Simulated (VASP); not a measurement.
Write the native input for VASP 6.6.1 that does the following.

* Task: relaxation of shape and atoms at fixed volume
* Functional: BLYP
* Dispersion: D3(BJ)
* Potentials or basis: VASP PAW PBE potentials, release 64 (Si, W_sv)
* Cutoff: 600 eV
* k mesh: 10 × 10 × 10
* Occupations: gaussian, width 0.05 eV
* Spin: no spin polarisation
* Dipole correction: no
* Further INCAR settings: ALGO = Normal; EDIFF = 1e-06; IBRION = 2; EDIFFG = -0.01; NSW = 60; ISIF = 4

The structure of Si2W lies in POSCAR:

```
Si2W
1.0
   -1.5875708349      1.5875708349      3.8580558862
    1.5875708349     -1.5875708349      3.8580558862
    1.5875708349      1.5875708349     -3.8580558862
Si W
2 1
Direct
    0.3348616850      0.3348616850      0.0000000000
    0.6651383150      0.6651383150      0.0000000000
    0.0000000000      0.0000000000      0.0000000000
```

These files were run (other wordings do the same):

INCAR

```
SYSTEM = Si2W
PREC = Accurate
ENCUT = 600
EDIFF = 1E-6
ISMEAR = 0
SIGMA = 0.05
LREAL = .FALSE.
LASPH = .TRUE.
NELM = 100
ALGO = Normal
ISIF = 4
LWAVE = .FALSE.
LCHARG = .FALSE.
GGA = B5
ALDAX = 1.0
AGGAX = 1.0
AGGAC = 1.0
ALDAC = 0.0
IVDW = 12
VDW_S6 = 1.0
VDW_S8 = 2.6996
VDW_A1 = 0.4298
VDW_A2 = 4.2359
IBRION = 2
NSW = 60
EDIFFG = -0.01
```

KPOINTS

```
Automatic mesh
0
G
  10 10 10
  0 0 0
```

Potentials or basis: VASP PAW PBE potentials, release 64 (Si, W_sv).

The run is started by

```bash
$ cat potpaw_PBE.64/Si/POTCAR potpaw_PBE.64/W_sv/POTCAR > POTCAR
$ mpirun -np 1 vasp_std > vasp.out
```

Results of the run:

The energy gained by relaxing is 0.1 meV/atom and the ionic steps are 4. The pressure after relaxing is 6.0 GPa. The largest force after relaxing is 0.006 eV/Å. The band gap on the k mesh is zero (bands 11 and 12 overlap by 1.31 eV) and the dispersion energy per atom is -1.379 eV.

Caveat: the PAW data sets were made with another functional, which shifts forces and pressure a little; spin-orbit coupling is left out, which moves the levels of the heavy elements.

Run time: 4.4 min on 1 thread of Intel(R) Xeon(R) Platinum 8259CL CPU @ 2.50GHz (Skylake/Cascade Lake) (shared host), peak memory 0.26 GiB.
